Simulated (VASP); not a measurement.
# InGaAs2 (P-4m2) in VASP: relaxation of the atoms with LDA

Aim: the relaxation of the atoms of InGaAs2 with LDA.

All numbers are computed with VASP 6.6.1; they aren't measurements. Logs are shortened: lines on timing, memory, paths and dates and some standing lists are left out, and cuts for length are marked.

### 1 The cell of the first run

The structure is tetragonal, space group P-4m2 (No. 115). The conventional cell has a = 4.141 Å, b = 4.141 Å, c = 5.856 Å, α = 90.00°, β = 90.00°, γ = 90.00°. Ga (site symmetry -4m2) has 4 As at 2.54 Å within 3.3 Å. In (site symmetry -4m2) has 4 As at 2.54 Å within 3.3 Å. As (site symmetry 2mm) has 2 Ga at 2.54 Å and 2 In at 2.54 Å within 3.3 Å.

### 2 Relaxation of the atoms, LDA

INCAR reads:

```
SYSTEM = InGaAs2
PREC     = Accurate       ! precision mode
ENCUT    = 520            ! plane-wave cutoff, eV
EDIFF    = 1E-6           ! SCF threshold, eV
ISMEAR   = 0              ! smearing method
SIGMA    = 0.02           ! smearing width, eV
LREAL    = .False.        ! projectors in reciprocal space
LASPH    = .True.         ! aspherical terms in the spheres
NELM     = 60             ! most SCF steps
ALGO     = Fast           ! electronic algorithm
ISIF     = 2              ! what is computed and relaxed
LWAVE    = .False.        ! write WAVECAR
LCHARG   = .False.        ! write CHGCAR
GGA      = CA             ! functional
IBRION   = 2              ! ionic algorithm
NSW      = 80             ! ionic steps
EDIFFG   = -0.005         ! ionic threshold
```

KPOINTS reads:

```
regular mesh
0
Gamma
  5 5 5
  0 0 0
```

POSCAR reads:

```
InGaAs2
1.0
    5.8558000000      0.0000000000      0.0000000000
    0.0000000000      5.8558000000      0.0000000000
    0.0000000000      0.0000000000      5.8558000000
Ga In As
2 2 4
Direct
    0.0000000000      0.0000000000      0.0000000000
    0.0000000000      0.5000000000      0.5000000000
    0.5000000000      0.0000000000      0.5000000000
    0.5000000000      0.5000000000      0.0000000000
    0.2500000000      0.2500000000      0.2500000000
    0.2500000000      0.7500000000      0.7500000000
    0.7500000000      0.2500000000      0.7500000000
    0.7500000000      0.7500000000      0.2500000000
```

Potentials or basis: VASP PAW LDA potentials, release 64 (Ga_d, In_d, As).

Command:

```bash
$ cat potpaw_LDA.64/Ga_d/POTCAR potpaw_LDA.64/In_d/POTCAR potpaw_LDA.64/As/POTCAR > POTCAR
$ mpirun -np 1 vasp_std > vasp.out
```

OUTCAR:

```text
SYSTEM = InGaAs2
   PREC = Accurate
   ENCUT = 520
   EDIFF = 1E-6
   ISMEAR = 0
   LREAL = .False.
   LASPH = .True.
   NELM = 60
   ISIF = 2
   GGA = CA
   IBRION = 2
   NSW = 80
   EDIFFG = -0.005

 ion  position               nearest neighbor table
   1  0.000  0.000  0.000-   5 2.54   6 2.54   7 2.54   8 2.54
   2  0.000  0.500  0.500-   5 2.54   6 2.54   7 2.54   8 2.54
   3  0.500  0.000  0.500-   5 2.54   6 2.54   7 2.54   8 2.54
   4  0.500  0.500  0.000-   5 2.54   6 2.54   7 2.54   8 2.54
   5  0.250  0.250  0.250-   1 2.54   2 2.54   3 2.54   4 2.54
   6  0.250  0.750  0.750-   1 2.54   2 2.54   3 2.54   4 2.54
   7  0.750  0.250  0.750-   1 2.54   2 2.54   3 2.54   4 2.54
   8  0.750  0.750  0.250-   1 2.54   2 2.54   3 2.54   4 2.54

  LATTYP: Found a simple cubic cell.
 ALAT       =     5.8558000000

  Lattice vectors:

 A1 = (   5.8558000000,   0.0000000000,   0.0000000000)
 A2 = (   0.0000000000,   5.8558000000,   0.0000000000)
 A3 = (   0.0000000000,   0.0000000000,   5.8558000000)

Analysis of symmetry for initial positions (statically):
=====================================================================
 Subroutine PRICEL returns following result:

  LATTYP: Found a simple tetragonal cell.
 ALAT       =     4.1406758893
 C/A-ratio  =     1.4142135624

  Lattice vectors:

 A1 = (   0.0000000000,   2.9279000000,  -2.9279000000)
 A2 = (   0.0000000000,   2.9279000000,   2.9279000000)
 A3 = (   5.8558000000,   0.0000000000,   0.0000000000)

   2 primitive cells build up your supercell.

 Routine SETGRP: Setting up the symmetry group for a
 simple cubic supercell.

 Subroutine GETGRP returns: Found  8 space group operations
 (whereof  8 operations were pure point group operations)
 out of a pool of 48 trial point group operations.

The static configuration has the point symmetry D_2d.

Analysis of symmetry for dynamics (positions and initial velocities):
=====================================================================
 Subroutine PRICEL returns following result:

  LATTYP: Found a simple tetragonal cell.
 ALAT       =     4.1406758893
 C/A-ratio  =     1.4142135624

  Lattice vectors:

 A1 = (   0.0000000000,   2.9279000000,  -2.9279000000)
[... 93 lines left out ...]
   total plane-waves  NPLWV = 110592
   dimension x,y,z NGX =    48 NGY =   48 NGZ =   48
   dimension x,y,z NGXF=    96 NGYF=   96 NGZF=   96
   ions per type =               2   2   4
   NGX,Y,Z   is equivalent  to a cutoff of  13.63, 13.63, 13.63 a.u.
   NGXF,Y,Z  is equivalent  to a cutoff of  27.25, 27.25, 27.25 a.u.
 SYSTEM =  InGaAs2
   PREC   = accura    normal or accurate (medium, high low for compatibility)
   ISTART =      0    job   : 0-new  1-cont  2-samecut
   ICHARG =      2    charge: 1-file 2-atom 10-const
   ISPIN  =      1    spin polarized calculation?
   LNONCOLLINEAR =      F non collinear calculations
   LSORBIT =      F    spin-orbit coupling
   LASPH  =      T    aspherical Exc in radial PAW
   ENCUT  =  520.0 eV  38.22 Ry    6.18 a.u.  10.89 10.89 10.89*2*pi/ulx,y,z
   NELM   =     60;   NELMIN=  2; NELMDL= -5     # of ELM steps
   EDIFF  = 0.1E-05   stopping-criterion for ELM
   LREAL  =      F    real-space projection
   EDIFFG = -.5E-02   stopping-criterion for IOM
   NSW    =     80    number of steps for IOM
   IBRION =      2    ionic relax: 0-MD 1-quasi-New 2-CG
   NFREE  =      1    steps in history (QN), initial steepest desc. (CG)
   ISIF   =      2    stress and relaxation
   ISYM   =      2    0-nonsym 1-usesym 2-fastsym
   POTIM  = 0.5000    time-step for ionic-motion
   TEBEG  =    0.0;   TEEND  =   0.0 temperature during run
   PSTRESS=    0.0 pullay stress
   NELECT =      72.0000    total number of electrons
   NUPDOWN=      -1.0000    fix difference up-down
   EMIN   =  10.00;   EMAX   =-10.00  energy-range for DOS
   EFERMI =   0.00;   METHOD = LEGACY
   ISMEAR =     0;   SIGMA  =   0.02  broadening in eV -4-tet -1-fermi 0-gaus
   EFERMI_NEDOS =   21; number of points for ismear=-14 and -15
   IALGO  =     68    algorithm
   IMIX   =      4    mixing-type and parameters
     AMIX     =   0.40;   BMIX     =  1.00
     AMIX_MAG =   1.60;   BMIX_MAG =  1.00
  volume/ion in A,a.u.               =      25.10       169.38
  Fermi-wavevector in a.u.,A,eV,Ry     =   1.163053  2.197851 18.404489  1.352692
  Thomas-Fermi vector in A             =   2.299607
   LORBIT       =      0    0 simple, 1 ext, 2 COOP (PROOUT), +10 PAW based schemes
   GGA     = CA    functional components
   LHFCALC =     F    Hartree Fock is set to
   AEXX    =    0.0000 exact exchange contribution
   IVDW    =     0    specifies the selected vdW correction
   LEPSILON=     F    determine dielectric tensor
   LRPA    =     F    only Hartree local field effects (RPA)
 conjugate gradient relaxation of ions
 non-spin polarized calculation
 RMM-DIIS sequential band-by-band and
 Gauss-broadening in eV      SIGMA  =   0.02
  energy-cutoff  :      520.00
  volume of cell :      200.80
 maximum number of plane-waves:      5449
 NGX is ok and might be reduce to    48
   NGX = 21   NGY = 21   NGZ = 21

--------------------------------------- Ionic step        1  -------------------------------------------

 number of electron      71.9999961 magnetization

 Free energy of the ion-electron system (eV)
  ---------------------------------------------------
  ext. energy  EPLUGINS =         0.00000000
  ---------------------------------------------------
  free energy    TOTEN  =       -36.86381500 eV

  energy without entropy =      -36.86357033  energy(sigma->0) =      -36.86369266

------------------------ aborting loop because EDIFF is reached ----------------------------------------

  FORCE on cell =-STRESS in cart. coord.  units (eV):
  Direction    XX          YY          ZZ          XY          YZ          ZX
  --------------------------------------------------------------------------------------
  -------------------------------------------------------------------------------------
  Total       -0.3938804     -0.2574279     -0.2574279      0.0000000     -0.0000000      0.0000000
  in kB       -3.1427964     -2.0540336     -2.0540336      0.0000000     -0.0000000      0.0000000
  external PRESSURE =      -2.4169546 kB  Pullay stress =       0.0000000 kB
[... 197 lines left out ...]
--------------------------------------- Ionic step        6  -------------------------------------------

 number of electron      71.9999961 magnetization

 Free energy of the ion-electron system (eV)
  ---------------------------------------------------
  ext. energy  EPLUGINS =         0.00000000
  ---------------------------------------------------
  free energy    TOTEN  =       -37.16488599 eV

  energy without entropy =      -37.16470545  energy(sigma->0) =      -37.16479572

 E-fermi :   4.1409     XC(G=0):  -9.6486

 val. band max:        4.1408720183   @ k =   0.0000   0.0000   0.0000
 cond. band min:       4.1408720198   @ k =   0.0000   0.0000   0.0000
 fundamental gap:      0.0000000014
 Fermi energy:         4.1408720191

 k-point     1 :       0.0000    0.0000    0.0000
  band No.  band energies     occupation
      1     -10.9048      2.00000
      2     -10.8917      2.00000
      3     -10.8917      2.00000
      4     -10.8354      2.00000
      5     -10.8354      2.00000
      6     -10.8100      2.00000
[... 852 lines left out ...]
  FREE ENERGIE OF THE ION-ELECTRON SYSTEM (eV)
  ---------------------------------------------------
  free  energy   TOTEN  =       -37.1648859921 eV

  energy  without entropy=      -37.1647054514  energy(sigma->0) =      -37.16479572

 reached required accuracy - stopping structural energy minimisation
```

Run time: 24 min. Hardware: 1 thread of Oxide Virtual Turin-like, shared host; peak memory 0.32 GiB.

What came out:

```yaml
Free_energy: -37.1649 eV
Energy_gained_by_relaxing: 37.6 meV/atom
Ionic_steps: 6
Pressure_after_relaxing: -1.1 GPa
Band_gap_on_the_k_mesh: zero (filled and empty bands touch)
```

The path:
| step | energy change (eV) | largest force (eV/Å) | pressure (GPa) |
| --- | --- | --- | --- |
| 1 | 0.0000 | 1.3151 | -0.24 |
| 2 | -0.2411 | 0.5850 | -0.83 |
| 3 | -0.3011 | 0.0052 | -1.09 |
| 4 | -0.3010 | 0.0205 | -1.07 |
| 5 | -0.3011 | 0.0071 | -1.06 |
| 6 | -0.3011 | 0.0005 | -1.06 |

Final structure:
```xyz
8
Lattice="5.8558 0.0000 0.0000 0.0000 5.8558 0.0000 0.0000 0.0000 5.8558" Properties=species:S:1:pos:R:3 pbc="T T T"
Ga    0.0000    0.0000    0.0000
Ga    0.0000    2.9279    2.9279
In    2.9279    5.8558    2.9279
In    2.9279    2.9279    0.0000
As    1.3491    1.4640    1.4640
As    1.3491    4.3918    4.3918
As    4.5067    1.4640    4.3918
As    4.5067    4.3918    1.4640
```

Levels at points of the mesh, in eV from the Fermi level:
```
           k point  band 33  band 34  band 35  band 36  band 37  band 38  band 39  band 40
(0.00, 0.00, 0.00)    -2.35    -0.21    -0.15     0.00     0.00     1.36     1.36     1.43
```

Caveat: semilocal functionals underestimate gaps, and a narrow one can read as zero; spin-orbit coupling is left out, which moves the levels of the heavy elements.
